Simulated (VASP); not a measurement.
Runs of VASP 6.6.1 on CaSe. The structure is that of space group Fm-3m (No. 225), or close to it. The cells are those of the table. 

```tsv
level	cell	k mesh	smearing	grid for exact exchange (PRECFOCK)	share of exact exchange	screening parameter	gap on the mesh (eV)	pressure (GPa)
PBE	a = 4.266, b = 4.266, c = 4.197 Å, angles 60.5, 60.5, 58.9°, 2 atoms	8 × 8 × 8	fermi-dirac 0.02 eV	-	-	-	2.12	(b)
HSE06	a = 4.266, b = 4.266, c = 4.197 Å, angles 60.5, 60.5, 58.9°, 2 atoms	6 × 6 × 6	gaussian 0.01 eV	Normal	0.25	0.2079 1/Å	(a)	-1.2
PBE	a = 4.197, b = 4.169, c = 4.169 Å, angles 60.4, 59.8, 59.8°, 2 atoms	8 × 8 × 8	fermi-dirac 0.02 eV	-	-	-	(c)	1.5
r2SCAN	a = 4.197, b = 4.169, c = 4.169 Å, angles 60.4, 59.8, 59.8°, 2 atoms	8 × 8 × 8	gaussian 0.01 eV	-	-	-	2.47	1.0
r2SCAN	a = 4.197, b = 4.197, c = 4.220 Å, angles 59.8, 59.8, 59.6°, 2 atoms	8 × 8 × 8	gaussian 0.01 eV	-	-	-	2.48	(d)
HSE06	a = 4.197, b = 4.169, c = 4.169 Å, angles 60.4, 59.8, 59.8°, 2 atoms	6 × 6 × 6	gaussian 0.01 eV	Normal	0.25	0.2079 1/Å	2.97	1.0
r2SCAN	a = 4.266, b = 4.266, c = 4.197 Å, angles 60.5, 60.5, 58.9°, 2 atoms	8 × 8 × 8	gaussian 0.01 eV	-	-	-	2.58	-1.3
```

Alike in all rows: task single point; potentials or basis VASP PAW PBE potentials, release 64 (Ca_sv, Se); no spin polarisation; cutoff (eV) 520.

Estimate the missing entries.

(a) 3.08; (b) -0.7; (c) 2.01; (d) 0.2.

Caveats: the PAW data sets were made with another functional, which shifts forces and pressure a little (at least some runs).

A k mesh can miss the band edges, and the runs leave out spin-orbit coupling on Se.
